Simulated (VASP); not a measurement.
# TePb (R-3m) in VASP: notebook, part 2 of 2

VASP 6.6.1. Earlier steps stand in the parts before.

### Step 3. Electric field gradients, PBEsol (equal xy, yz and zx shear strains of +2 %)

Input file INCAR:

```
PREC = Accurate ; ENCUT = 520
EDIFF = 1E-8 ; ISMEAR = -1
SIGMA = 0.03 ; LREAL = F
LASPH = T ; NELM = 100
ALGO = Normal ; ISIF = 2
LWAVE = F ; LCHARG = F
GGA = PS ; LEFG = T
NBANDS = 17
```

Input file KPOINTS:

```
Automatic mesh
0
Gamma
  10 10 10
```

Input file POSCAR:

```
TePb
1.0
    0.0645400000      3.2592700000      3.2592700000
    3.2592700000      0.0645400000      3.2592700000
    3.2592700000      3.2592700000      0.0645400000
Te Pb
1 1
Direct
    0.5000000000      0.5000000000      0.5000000000
    0.0000000000      0.0000000000      0.0000000000
```

Potentials or basis: VASP PAW PBE potentials, release 64 (Te, Pb_d).

Run with:

```bash
$ cat potpaw_PBE.64/Te/POTCAR potpaw_PBE.64/Pb_d/POTCAR > POTCAR
$ mpirun -np 1 vasp_std > vasp.out
```

OUTCAR:

```text
PREC = Accurate
   ENCUT = 520
   EDIFF = 1E-8
   ISMEAR = -1
   LREAL = F
   LASPH = T
   NELM = 100
   ISIF = 2
   GGA = PS

 ion  position               nearest neighbor table
   1  0.500  0.500  0.500-   2 3.23   2 3.23   2 3.23   2 3.23   2 3.23   2 3.23
   2  0.000  0.000  0.000-   1 3.23   1 3.23   1 3.23   1 3.23   1 3.23   1 3.23

  LATTYP: Found a trigonal (rhomboedric) cell.
 ALAT       =     4.6097556635
 COS(alpha) =     0.5197000882

  Lattice vectors:

 A1 = (   0.0645400000,   3.2592700000,   3.2592700000)
 A2 = (   3.2592700000,   0.0645400000,   3.2592700000)
 A3 = (   3.2592700000,   3.2592700000,   0.0645400000)

Analysis of symmetry for initial positions (statically):
=====================================================================
 Subroutine PRICEL returns:
 Original cell was already a primitive cell.

 Routine SETGRP: Setting up the symmetry group for a
 trigonal (rhombohedral) supercell.

 Subroutine GETGRP returns: Found 12 space group operations
 (whereof 12 operations were pure point group operations)
 out of a pool of 12 trial point group operations.

The static configuration has the point symmetry D_3d.

Analysis of symmetry for dynamics (positions and initial velocities):
=====================================================================
 Subroutine PRICEL returns:
 Original cell was already a primitive cell.

 Routine SETGRP: Setting up the symmetry group for a
 trigonal (rhombohedral) supercell.

 Subroutine GETGRP returns: Found 12 space group operations
 (whereof 12 operations were pure point group operations)
 out of a pool of 12 trial point group operations.

The dynamic configuration has the point symmetry D_3d.

 Subroutine INISYM returns: Found 12 space group operations
 (whereof 12 operations are pure point group operations),
 and found     1 'primitive' translations

----------------------------------------------------------------------------------------

                                     Primitive cell

  volume of cell :      67.1889

  direct lattice vectors                    reciprocal lattice vectors
     0.064540000  3.259270000  3.259270000    -0.158042138  0.154973359  0.154973359
     3.259270000  0.064540000  3.259270000     0.154973359 -0.158042138  0.154973359
     3.259270000  3.259270000  0.064540000     0.154973359  0.154973359 -0.158042138

  length of vectors
     4.609755664  4.609755664  4.609755664     0.270205110  0.270205110  0.270205110

  position of ions in fractional coordinates (direct lattice)
     0.500000000  0.500000000  0.500000000
     0.000000000  0.000000000  0.000000000

  ion indices of the primitive-cell ions
   primitive index   ion index
                 1           1
                 2           2

----------------------------------------------------------------------------------------

 KPOINTS: Automatic mesh

Automatic generation of k-mesh.
 Grid dimensions read from file:
 generate k-points for:   10   10   10

[... 65 lines left out ...]
   EDIFFG = 0.1E-06   stopping-criterion for IOM
   NSW    =      0    number of steps for IOM
   IBRION =     -1    ionic relax: 0-MD 1-quasi-New 2-CG
   NFREE  =      0    steps in history (QN), initial steepest desc. (CG)
   ISIF   =      2    stress and relaxation
   ISYM   =      2    0-nonsym 1-usesym 2-fastsym
   POTIM  = 0.5000    time-step for ionic-motion
   TEBEG  =    0.0;   TEEND  =   0.0 temperature during run
   PSTRESS=    0.0 pullay stress
   NELECT =      20.0000    total number of electrons
   NUPDOWN=      -1.0000    fix difference up-down
   EMIN   =  10.00;   EMAX   =-10.00  energy-range for DOS
   EFERMI =   0.00;   METHOD = LEGACY
   ISMEAR =    -1;   SIGMA  =   0.03  broadening in eV -4-tet -1-fermi 0-gaus
   EFERMI_NEDOS =   21; number of points for ismear=-14 and -15
   IALGO  =     38    algorithm
   IMIX   =      4    mixing-type and parameters
     AMIX     =   0.40;   BMIX     =  1.00
     AMIX_MAG =   1.60;   BMIX_MAG =  1.00
  volume/ion in A,a.u.               =      33.59       226.71
  Fermi-wavevector in a.u.,A,eV,Ry     =   1.093081  2.065624 16.256596  1.194826
  Thomas-Fermi vector in A             =   2.229359
   LORBIT       =      0    0 simple, 1 ext, 2 COOP (PROOUT), +10 PAW based schemes
   GGA     = PS    functional components
   LHFCALC =     F    Hartree Fock is set to
   AEXX    =    0.0000 exact exchange contribution
   IVDW    =     0    specifies the selected vdW correction
   LEPSILON=     F    determine dielectric tensor
   LRPA    =     F    only Hartree local field effects (RPA)
 non-spin polarized calculation
  energy-cutoff  :      520.00
  volume of cell :       67.19
 maximum number of plane-waves:      1844
 NGX is ok and might be reduce to    36
   NGX = 17   NGY = 17   NGZ = 17

 number of electron      19.9999999 magnetization

 Free energy of the ion-electron system (eV)
  ---------------------------------------------------
  ext. energy  EPLUGINS =         0.00000000
  ---------------------------------------------------
  free energy    TOTEN  =        -8.25526211 eV

  energy without entropy =       -8.25526115  energy(sigma->0) =       -8.25526163

 E-fermi :   5.8564     XC(G=0):  -9.4886

 val. band max:        5.6466334271   @ k =   0.5000   0.5000   0.5000
 cond. band min:       6.0986881016   @ k =   0.5000   0.0000   0.0000
 fundamental gap:      0.4520546745
 Fermi energy:         5.8564359582

 k-point     1 :       0.0000    0.0000    0.0000
  band No.  band energies     occupation
      1     -11.1250      2.00000
      2     -11.1250      2.00000
      3     -11.1128      2.00000
      4     -11.1128      2.00000
      5     -11.1120      2.00000
      6      -6.5534      2.00000
[... 457 lines left out ...]
      4     -11.0939      2.00000
      5     -11.0905      2.00000
      6      -5.2811      2.00000
[... 9 lines left out ...]
     16      15.1787      0.00000
     17      15.4880      0.00000

 [... further k-points ...]
[... 5 lines left out ...]
  --------------------------------------------------------------------------------------
  -------------------------------------------------------------------------------------
  Total       -0.1048131     -0.1048131     -0.1048131     -0.1290485     -0.1290485     -0.1290485
  in kB       -2.4993594     -2.4993594     -2.4993594     -3.0772727     -3.0772727     -3.0772727
  external PRESSURE =      -2.4993594 kB  Pullay stress =       0.0000000 kB

 VOLUME and BASIS-vectors are now :
 -----------------------------------------------------------------------------
  energy-cutoff  :      520.00
  volume of cell :       67.19
      direct lattice vectors                 reciprocal lattice vectors
     0.064540000  3.259270000  3.259270000    -0.158042138  0.154973359  0.154973359
     3.259270000  0.064540000  3.259270000     0.154973359 -0.158042138  0.154973359
     3.259270000  3.259270000  0.064540000     0.154973359  0.154973359 -0.158042138

 POSITION                                       TOTAL-FORCE (eV/Angst)
 -----------------------------------------------------------------------------------
      3.29154      3.29154      3.29154         0.000000     -0.000000     -0.000000
      0.00000      0.00000      0.00000        -0.000000      0.000000      0.000000
 -----------------------------------------------------------------------------------
    total drift:                               -0.000000      0.000000      0.000000

  FREE ENERGIE OF THE ION-ELECTRON SYSTEM (eV)
  ---------------------------------------------------
  free  energy   TOTEN  =        -8.2552621125 eV

  energy  without entropy=       -8.2552611495  energy(sigma->0) =       -8.25526163

 Electric field gradients (V/A^2)
---------------------------------------------------------------------
 ion       V_xx      V_yy      V_zz      V_xy      V_xz      V_yz
---------------------------------------------------------------------
   1       0.000     0.000    -0.000    10.868    10.868    10.868
   2      -0.000     0.000    -0.000    -0.571    -0.571    -0.571
---------------------------------------------------------------------

 Electric field gradients after diagonalization (V/A^2)
 (convention: |V_zz| > |V_xx| > |V_yy|)
----------------------------------------------------------------------
 ion       V_xx      V_yy      V_zz     asymmetry (V_yy - V_xx)/ V_zz
----------------------------------------------------------------------
   1     -10.868   -10.868    21.735       0.000
   2       0.571     0.571    -1.142       0.000
----------------------------------------------------------------------

           NMR quadrupolar parameters

 Cq : quadrupolar parameter    Cq=e*Q*V_zz/h
 eta: asymmetry parameters     (V_yy - V_xx)/ V_zz
 Q  : nuclear electric quadrupole moment in mb (millibarn)
----------------------------------------------------------------------
 ion       Cq(MHz)       eta       Q (mb)
----------------------------------------------------------------------
   1       0.053       0.000       1.000
   2      -0.003       0.000       1.000
----------------------------------------------------------------------
```

stdout:

```text
POSCAR found type information on POSCAR TePb
 POSCAR found :  2 types and       2 ions
 scaLAPACK will be used
 -----------------------------------------------------------------------------
|                                                                             |
|                                                                             |
|     You enforced a specific xc type in the INCAR file but a different       |
|     I HOPE YOU KNOW WHAT YOU ARE DOING!                                     |
|                                                                             |
 -----------------------------------------------------------------------------

 LDA part: xc-table for (Slater+PW92), standard interpolation
 POSCAR, INCAR and KPOINTS ok, starting setup
 FFT: planning ... GRIDC
 FFT: planning ... GRID_SOFT
 FFT: planning ... GRID
 WAVECAR not read
 entering main loop
ion   1

ion   2
```

Run time: 1.9 min. Hardware: 1 thread of Intel Xeon Platinum 8375C at 2.90GHz (Ice Lake), shared host; peak memory 0.3 GiB.

Results:

```yaml
Free_energy: -8.2553 eV
Pressure: -0.2 GPa
Band_gap_on_the_k_mesh: 0.45 eV (least direct gap 0.63 eV)
Largest_electric_field_gradient_by_atom: Te +21.7; Pb -1.1 V/Å²
```

Stress tensor (GPa, compression positive):
```
-0.25 -0.31 -0.31
-0.31 -0.25 -0.31
-0.31 -0.31 -0.25
```

Levels at points of the mesh, in eV from the valence-band top:
| k point | band 7 | band 8 | band 9 | band 10 | band 11 | band 12 | band 13 | band 14 |
| --- | --- | --- | --- | --- | --- | --- | --- | --- |
| (0.00, 0.00, 0.00) | -5.75 | -1.66 | -1.39 | -1.39 | 3.90 | 3.90 | 3.98 | 5.39 |
| (0.50, 0.00, 0.00) | -8.73 | -1.10 | -1.00 | -0.18 | 0.45 | 1.02 | 1.12 | 8.16 |
| (0.50, 0.50, 0.00) | -7.45 | -4.69 | -3.05 | -2.86 | 3.06 | 5.30 | 5.36 | 6.57 |
| (0.50, 0.50, 0.50) | -8.83 | -0.92 | -0.92 | 0.00 | 0.67 | 1.24 | 1.24 | 8.07 |

Electric field gradients, principal values (V/Å²):
```tsv
atom	least	middle	greatest (by size)
1 Te	-10.868	-10.868	21.735
2 Pb	0.571	0.571	-1.142
```

Caveat: the cell differs from its parent crystal (equal xy, yz and zx shear strains of +2 %); without QUAD_EFG the Cq values of the log hold for a quadrupole moment of 1 mb, not for the nuclei; the PAW data sets were made with another functional, which shifts forces and pressure a little; spin-orbit coupling is left out, which moves the levels of the heavy elements.
